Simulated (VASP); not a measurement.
Wanted: the native input for a VASP 6.6.1 run.

| Quantity | Value |
| --- | --- |
| Task | single point |
| Functional | LDA |
| Potentials or basis | VASP PAW LDA potentials, release 64 (N, B) |
| Cutoff | 520 eV |
| k mesh | 12 × 12 × 6 |
| Occupations | fermi-dirac, width 0.05 eV |
| Spin | no spin polarisation |
| Dipole correction | no |
| Further INCAR settings | ALGO = Normal; EDIFF = 1e-07; NBANDS = 16 |

The structure of BN lies in POSCAR:

```
BN
1.0
    2.5539396017      0.0000000000      0.0000000000
   -1.2769698009      2.2117765748      0.0000000000
    0.0000000000      0.0000000000      4.2268550000
N B
2 2
Direct
    0.3333333333      0.6666666667      0.1252760000
    0.6666666667      0.3333333333      0.6252760000
    0.3333333333      0.6666666667      0.4997240000
    0.6666666667      0.3333333333      0.9997240000
```

One way to write it, as run:

INCAR

```
SYSTEM = BN
  PREC = Accurate
  ENCUT = 520
  EDIFF = 1E-7
  ISMEAR = -1
  SIGMA = 0.05
  LREAL = .False.
  LASPH = .True.
  NELM = 60
  ALGO = Normal
  ISIF = 2
  LWAVE = .False.
  LCHARG = .False.
  GGA = CA
  NBANDS = 16
```

KPOINTS

```
regular mesh
0
Gamma
  12 12 6
  0 0 0
```

Potentials or basis: VASP PAW LDA potentials, release 64 (N, B).

Launch:

```sh
$ cat potpaw_LDA.64/N/POTCAR potpaw_LDA.64/B/POTCAR > POTCAR
$ mpirun -np 1 vasp_std > vasp.out
```

Results of the run:

* Pressure: -12.9 GPa
* Largest force: 0.021 eV/Å
* Band gap on the k mesh: 4.96 eV, indirect (least direct gap 8.11 eV)

It took 16 s on 1 thread of Intel(R) Xeon(R) Platinum 8488C (Sapphire Rapids), with other jobs on the host, peak memory 0.13 GiB.
